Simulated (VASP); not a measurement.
Write the native input for VASP 6.6.1 that does the following.

```
Task                   : single point
Functional             : PBEsol
Potentials or basis    : VASP PAW PBE potentials, release 64 (Na_pv, F)
Cutoff                 : 520 eV
k mesh                 : 8 × 8 × 8
Occupations            : gaussian, width 0.01 eV
Spin                   : no spin polarisation
Dipole correction      : no
Further INCAR settings : ALGO = Normal; EDIFF = 1e-06; NBANDS = 14
```

The structure of NaF (Villiaumite) lies in POSCAR:

```
NaF
1.0
    0.0000000000      2.3145907711      2.3145907711
    2.3145907711      0.0000000000      2.3145907711
    2.3145907711      2.3145907711      0.0000000000
Na F
1 1
Direct
    0.0000000000      0.0000000000      0.0000000000
    0.5000000000      0.5000000000      0.5000000000
```

One way to write it, as run:

INCAR

```
ALGO     = Normal         # electronic algorithm
EDIFF    = 1E-6           # SCF threshold, eV
ENCUT    = 520            # plane-wave cutoff, eV
GGA      = PS             # functional
ISIF     = 2              # what is computed and relaxed
ISMEAR   = 0              # smearing method
LASPH    = True           # aspherical terms in the spheres
LCHARG   = False          # write CHGCAR
LREAL    = False          # projectors in reciprocal space
LWAVE    = False          # write WAVECAR
NBANDS   = 14             # bands
NELM     = 100            # most SCF steps
PREC     = Accurate       # precision mode
SIGMA    = 0.01           # smearing width, eV
```

KPOINTS

```
k-points
0
Gamma
  8 8 8
```

Potentials or basis: VASP PAW PBE potentials, release 64 (Na_pv, F).

Run with:

```sh
$ cat potpaw_PBE.64/Na_pv/POTCAR potpaw_PBE.64/F/POTCAR > POTCAR
$ mpirun -np 1 vasp_std > vasp.out
```

It gave:

```
Pressure               : -0.1 GPa
Band gap on the k mesh : 6.18 eV, direct
```

Caveat: the PAW data sets were made with another functional, which shifts forces and pressure a little.

It took 6.8 s on 1 thread of AMD EPYC 7R43 64-Core Processor (Zen 3), with other jobs on the host, peak memory 0.1 GiB.
